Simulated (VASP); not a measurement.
Here is a VASP 6.6.1 calculation.

The input INCAR:

```
SYSTEM = B
ALGO = Normal ; EDIFF = 1E-6
ENCUT = 520 ; GGA = PS
ISIF = 2 ; ISMEAR = 0
LASPH = .TRUE. ; LCHARG = .FALSE.
LREAL = .FALSE. ; LWAVE = .FALSE.
NBANDS = 8 ; NELM = 60
PREC = Accurate ; SIGMA = 0.1
```

File KPOINTS:

```
k-points
0
G
  10 10 10
  0 0 0
```

The input POSCAR:

```
B
1.0
   -1.2429643298      1.2429643298      1.2429643298
    1.2429643298     -1.2429643298      1.2429643298
    1.2429643298      1.2429643298     -1.2429643298
B
1
Direct
    0.0000000000      0.0000000000      0.0000000000
```

Potentials or basis: VASP PAW PBE potentials, release 64 (B).

Launch:

```bash
$ cat potpaw_PBE.64/B/POTCAR > POTCAR
$ mpirun -np 1 vasp_std > vasp.out
```

**Question.** What does it give for the pressure?

**Answer.** -31.8 GPa.

Caveat: the PAW data sets were made with another functional, which shifts forces and pressure a little.
